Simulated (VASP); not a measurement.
# Tl (P6_3/mmc) in VASP: settings compared

Tl is run at these levels: b88 exchange, pbe correlation; tasks: single point.

Program: VASP 6.6.1. These are calculated values, not measurements. Logs are shortened: lines on timing, memory, paths and dates and some standing lists are left out, and cuts for length are marked.

**1. The cell of the first run**

The structure is hexagonal, space group P6_3/mmc (No. 194). The conventional cell has a = 3.385 Å, b = 3.385 Å, c = 5.412 Å, α = 90.00°, β = 90.00°, γ = 120.00°. Tl (site symmetry -6m2) has 12 Tl at 3.34 to 3.39 Å within 4.4 Å.

**2. Single point, b88 exchange, pbe correlation, collinear spin**

INCAR reads:

```
PREC     = Accurate       # precision mode
ENCUT    = 500            # plane-wave cutoff, eV
EDIFF    = 1E-6           # SCF threshold, eV
ISMEAR   = 1              # smearing method
SIGMA    = 0.15           # smearing width, eV
LREAL    = F              # projectors in reciprocal space
LASPH    = T              # aspherical terms in the spheres
NELM     = 200            # most SCF steps
ALGO     = Normal         # electronic algorithm
ISIF     = 2              # what is computed and relaxed
LWAVE    = F              # write WAVECAR
LCHARG   = T              # write CHGCAR
ISPIN    = 2              # spin polarisation
MAGMOM   = 0.05 0.16      # initial moments
LORBIT   = 11             # projections on sites
GGA      = LIBXC          # functional
LIBXC1   = GGA_X_B88    
LIBXC2   = GGA_C_PBE    
LELF     = T              # ELF
LVHAR    = T            
NBANDS   = 24             # bands
GGA_COMPAT= F
```

KPOINTS reads:

```
regular mesh
0
Gamma
  9 9 5
```

POSCAR reads:

```
Tl
1.0
    3.3854495917      0.0000000000      0.0000000000
   -1.6927247959      2.9318853497      0.0000000000
    0.0000000000      0.0000000000      5.4122132507
Tl
2
Direct
    0.6666666667      0.3333333333      0.7500000000
    0.3333333333      0.6666666667      0.2500000000
```

Potentials or basis: VASP PAW PBE potentials, release 64 (Tl_d).

Run with:

```
$ cat potpaw_PBE.64/Tl_d/POTCAR > POTCAR
$ mpirun -np 1 vasp_std > vasp.out
```

OUTCAR:

```text
PREC = Accurate
   ENCUT = 500
   EDIFF = 1E-6
   ISMEAR = 1
   LREAL = F
   LASPH = T
   NELM = 200
   ISIF = 2
   ISPIN = 2
   LORBIT = 11
   GGA = LIBXC

 ion  position               nearest neighbor table
   1  0.667  0.333  0.750-   2 3.34   2 3.34   2 3.34   2 3.34   2 3.34   2 3.34
   2  0.333  0.667  0.250-   1 3.34   1 3.34   1 3.34   1 3.34   1 3.34   1 3.34

  LATTYP: Found a hexagonal cell.
 ALAT       =     3.3854495917
 C/A-ratio  =     1.5986689815

  Lattice vectors:

 A1 = (   3.3854495917,   0.0000000000,   0.0000000000)
 A2 = (  -1.6927247959,   2.9318853497,   0.0000000000)
 A3 = (   0.0000000000,   0.0000000000,   5.4122132507)

Analysis of symmetry for initial positions (statically):
=====================================================================
 Subroutine PRICEL returns:
 Original cell was already a primitive cell.

 Routine SETGRP: Setting up the symmetry group for a
 hexagonal supercell.

 Subroutine GETGRP returns: Found 24 space group operations
 (whereof 12 operations were pure point group operations)
 out of a pool of 24 trial point group operations.

The static configuration has the point symmetry D_3d.
 The point group associated with its full space group is D_6h.

Analysis of symmetry for dynamics (positions and initial velocities):
=====================================================================
 Subroutine PRICEL returns:
 Original cell was already a primitive cell.

 Routine SETGRP: Setting up the symmetry group for a
 hexagonal supercell.

 Subroutine GETGRP returns: Found 24 space group operations
 (whereof 12 operations were pure point group operations)
 out of a pool of 24 trial point group operations.

The dynamic configuration has the point symmetry D_3d.
 The point group associated with its full space group is D_6h.

Analysis of structural, dynamic, and magnetic symmetry:
=====================================================================
 Subroutine PRICEL returns:
 Original cell was already a primitive cell.

 Routine SETGRP: Setting up the symmetry group for a
 hexagonal supercell.

 Subroutine GETGRP returns: Found 12 space group operations
 (whereof  6 operations were pure point group operations)
 out of a pool of 24 trial point group operations.

The overall configuration has the point symmetry C_3v.
 The point group associated with its full space group is D_3h.

[... 117 lines left out ...]
     AMIX     =   0.40;   BMIX     =  1.00
     AMIX_MAG =   1.60;   BMIX_MAG =  1.00
  volume/ion in A,a.u.               =      26.86       181.26
  Fermi-wavevector in a.u.,A,eV,Ry     =   1.285345  2.428951 22.478361  1.652113
  Thomas-Fermi vector in A             =   2.417485
   LORBIT       =     11    0 simple, 1 ext, 2 COOP (PROOUT), +10 PAW based schemes
   GGA     = LIBXC    functional components
   LHFCALC =     F    Hartree Fock is set to
   AEXX    =    0.0000 exact exchange contribution
   IVDW    =     0    specifies the selected vdW correction
   LEPSILON=     F    determine dielectric tensor
   LRPA    =     F    only Hartree local field effects (RPA)
 spin polarized calculation
 Methfessel and Paxton  Order N= 1 SIGMA  =   0.15
  energy-cutoff  :      500.00
  volume of cell :       53.72
 maximum number of plane-waves:      1387
 NGX is ok and might be reduce to    28
   NGX = 13   NGY = 13   NGZ = 19

 number of electron      26.0000002 magnetization      -0.0011249

 number of electron      26.0000002 magnetization       0.0000468

 Free energy of the ion-electron system (eV)
  ---------------------------------------------------
  ext. energy  EPLUGINS =         0.00000000
  ---------------------------------------------------
  free energy    TOTEN  =        -4.07984588 eV

  energy without entropy =       -4.07393048  energy(sigma->0) =       -4.07787408

 E-fermi :   7.2113     XC(G=0): -10.5396

 val. band max:        7.2093183007   @ k =   0.2222   0.2222   0.4000
 cond. band min:       7.2501907239   @ k =   0.2222   0.1111   0.2000
 fundamental gap:      0.0408724232
 Fermi energy:         7.2113473217

 spin component 1

 k-point     1 :       0.0000    0.0000    0.0000
  band No.  band energies     occupation
      1      -4.7641      1.00000
      2      -4.4718      1.00000
      3      -4.4503      1.00000
      4      -4.4503      1.00000
      5      -4.3866      1.00000
      6      -4.3866      1.00000
[... 637 lines left out ...]
     23      23.5818      0.00000
     24      23.5818      0.00000

 [... further k-points ...]

 spin component 2

 k-point     1 :       0.0000    0.0000    0.0000
  band No.  band energies     occupation
      1      -4.7640      1.00000
      2      -4.4718      1.00000
      3      -4.4502      1.00000
      4      -4.4502      1.00000
      5      -4.3865      1.00000
      6      -4.3865      1.00000
[... 637 lines left out ...]
     23      23.5818      0.00000
     24      23.5818      0.00000

 [... further k-points ...]

------------------------ aborting loop because EDIFF is reached ----------------------------------------

  FORCE on cell =-STRESS in cart. coord.  units (eV):
  Direction    XX          YY          ZZ          XY          YZ          ZX
  --------------------------------------------------------------------------------------
  -------------------------------------------------------------------------------------
  Total        1.9118266      1.9118266      2.5044317     -0.0000000      0.0000000      0.0000000
  in kB       57.0191653     57.0191653     74.6932827     -0.0000000      0.0000000      0.0000000
  external PRESSURE =      62.9105377 kB  Pullay stress =       0.0000000 kB

 VOLUME and BASIS-vectors are now :
 -----------------------------------------------------------------------------
  energy-cutoff  :      500.00
  volume of cell :       53.72
      direct lattice vectors                 reciprocal lattice vectors
     3.385449592  0.000000000  0.000000000     0.295381743  0.170538729  0.000000000
    -1.692724796  2.931885350  0.000000000     0.000000000  0.341077457  0.000000000
     0.000000000  0.000000000  5.412213251     0.000000000  0.000000000  0.184767295

 POSITION                                       TOTAL-FORCE (eV/Angst)
 -----------------------------------------------------------------------------------
      1.69272      0.97730      4.05916         0.000000     -0.000000     -0.000000
     -0.00000      1.95459      1.35305        -0.000000      0.000000      0.000000
 -----------------------------------------------------------------------------------
    total drift:                                0.000000     -0.000000     -0.000000

  FREE ENERGIE OF THE ION-ELECTRON SYSTEM (eV)
  ---------------------------------------------------
  free  energy   TOTEN  =        -4.0798458818 eV

  energy  without entropy=       -4.0739304790  energy(sigma->0) =       -4.07787408

 total charge

# of ion       s       p       d       tot
------------------------------------------
    1        1.185   0.421   9.640  11.246
    2        1.185   0.421   9.640  11.246
--------------------------------------------------
tot          2.371   0.841  19.281  22.493

 magnetization (x)

# of ion       s       p       d       tot
------------------------------------------
    1        0.000   0.000  -0.000   0.000
    2        0.000   0.000   0.000   0.000
--------------------------------------------------
tot          0.000   0.000  -0.000   0.000
```

stdout:

```text
POSCAR found type information on POSCAR Tl
 POSCAR found :  1 types and       2 ions
 scaLAPACK will be used
 -----------------------------------------------------------------------------
|                                                                             |
|                                                                             |
|     You enforced a specific xc type in the INCAR file but a different       |
|     I HOPE YOU KNOW WHAT YOU ARE DOING!                                     |
|                                                                             |
 -----------------------------------------------------------------------------

 LDA part: xc-table for (None,None), standard interpolation
 POSCAR, INCAR and KPOINTS ok, starting setup
 FFT: planning ... GRIDC
 FFT: planning ... GRID_SOFT
 FFT: planning ... GRID
 WAVECAR not read
 entering main loop
```

It took 93 s on 1 thread of Intel Xeon Platinum 8259CL at 2.50GHz (Skylake/Cascade Lake), shared host; peak memory 0.23 GiB.

Results:

```yaml
Free_energy: -4.0798 eV
Pressure: 6.3 GPa
Band_gap_on_the_k_mesh: zero (filled and empty bands overlap)
Net_moment: 0.00 μB per cell
Valence_electrons_inside_the_program's_atomic_spheres: Tl 11.25
```

Levels at points of the mesh, in eV from the Fermi level:
Spin up:
| k point | band 9 | band 10 | band 11 | band 12 | band 13 | band 14 | band 15 | band 16 | band 17 | band 18 |
| --- | --- | --- | --- | --- | --- | --- | --- | --- | --- | --- |
| (0.00, 0.00, 0.00) | -11.13 | -11.13 | -10.50 | -5.10 | -3.10 | 8.38 | 8.38 | 10.46 | 10.60 | 10.60 |
Spin down:
| k point | band 11 | band 12 | band 13 | band 14 | band 15 | band 16 |
| --- | --- | --- | --- | --- | --- | --- |
| (0.00, 0.00, 0.00) | -10.50 | -5.10 | -3.10 | 8.38 | 8.38 | 10.46 |

Caveat: the cell stands under pressure; the PAW data sets were made with another functional, which shifts forces and pressure a little; spin-orbit coupling is left out, which moves the levels of the heavy elements.

**3. Single point, b88 exchange, pbe correlation, collinear spin**

This run uses another cell than the first one, of 27.43 Å³/atom.

INCAR reads:

```
PREC = Accurate
ENCUT = 500
EDIFF = 1E-6
ISMEAR = 1
SIGMA = 0.15
LREAL = False
LASPH = True
NELM = 200
ALGO = Normal
ISIF = 2
LWAVE = False
LCHARG = False
ISPIN = 2
MAGMOM = 0.05 0.16
LORBIT = 11
GGA = LIBXC
LIBXC1 = GGA_X_B88
LIBXC2 = GGA_C_PBE
NBANDS = 24
GGA_COMPAT = False
```

KPOINTS reads:

```
Automatic mesh
0
Gamma
  9 9 5
```

POSCAR reads:

```
Tl
1.0
    3.4092915716      0.0000000000      0.0000000000
   -1.7046457858      2.9525331099      0.0000000000
    0.0000000000      0.0000000000      5.4503286843
Tl
2
Direct
    0.6666666667      0.3333333333      0.7500000000
    0.3333333333      0.6666666667      0.2500000000
```

Potentials or basis: VASP PAW PBE potentials, release 64 (Tl_d).

Run with:

```
$ cat potpaw_PBE.64/Tl_d/POTCAR > POTCAR
$ mpirun -np 1 vasp_std > vasp.out
```

Wall time 92 s (1 thread of Intel Xeon Platinum 8259CL at 2.50GHz (Skylake/Cascade Lake), shared host); peak memory 0.23 GiB.

Results (log left out):

```
Free energy                                           : -4.1211 eV
Pressure                                              : 5.1 GPa
Band gap on the k mesh                                : zero (filled and empty bands overlap)
Net moment                                            : 0.00 μB per cell
Valence electrons inside the program's atomic spheres : Tl 11.24
```

Stress tensor (GPa, compression positive):
```
4.60 0.00 0.00
0.00 4.60 0.00
0.00 0.00 6.19
```

Levels at points of the mesh, in eV from the Fermi level:
Spin up:
| k point | band 11 | band 12 | band 13 | band 14 | band 15 | band 16 |
| --- | --- | --- | --- | --- | --- | --- |
| (0.00, 0.00, 0.00) | -10.34 | -5.11 | -3.00 | 8.24 | 8.24 | 10.42 |
Spin down:
```csv
k point,band 9,band 10,band 11,band 12,band 13,band 14,band 15,band 16,band 17,band 18
"(0.00, 0.00, 0.00)",-11.12,-11.12,-10.34,-5.11,-3.00,8.24,8.24,10.42,10.42,10.43
```

Caveat: the cell stands under pressure; the PAW data sets were made with another functional, which shifts forces and pressure a little; spin-orbit coupling is left out, which moves the levels of the heavy elements.

(Continued in part 2 of 2.)
